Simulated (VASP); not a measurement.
## C: single point with PBE

C:

```
CELL_PARAMETERS angstrom
0.00000 1.80697 1.80697
1.80697 0.00000 1.80697
1.80697 1.80697 0.00000
ATOMIC_POSITIONS crystal
C 0.00000 0.00000 0.00000
C 0.25000 0.25000 0.25000
```

| Quantity | Value |
| --- | --- |
| Program | VASP 6.6.1 |
| Task | single point |
| Functional | PBE |
| Potentials or basis | VASP PAW PBE potentials, release 64 (C) |
| Cutoff | 600 eV |
| k mesh | 4 × 4 × 4 |
| Occupations | gaussian, width 0.01 eV |
| Spin | no spin polarisation |

The pressure is -13.4 GPa and the band gap on the k mesh is 4.34 eV, indirect (least direct gap 5.47 eV).

Levels at points of the mesh, in eV from the valence-band top:
```csv
k point,band 1,band 2,band 3,band 4,band 5,band 6,band 7,band 8,band 9
"(0.00, 0.00, 0.00)",-20.97,0.00,0.00,0.00,5.47,5.47,5.47,12.44,18.79
"(0.50, 0.00, 0.00)",-15.41,-12.96,-2.70,-2.70,8.28,8.28,8.32,15.32,21.33
"(0.50, 0.50, 0.00)",-12.50,-12.50,-6.07,-6.07,4.66,4.66,16.22,16.22,22.51
```

Run time: 4.1 s on 1 thread of Intel Xeon 8259CL (shared host), peak memory 0.11 GiB.

Caveat: the k points lie up to 0.75 Å⁻¹ apart. A k mesh can miss the band edges.
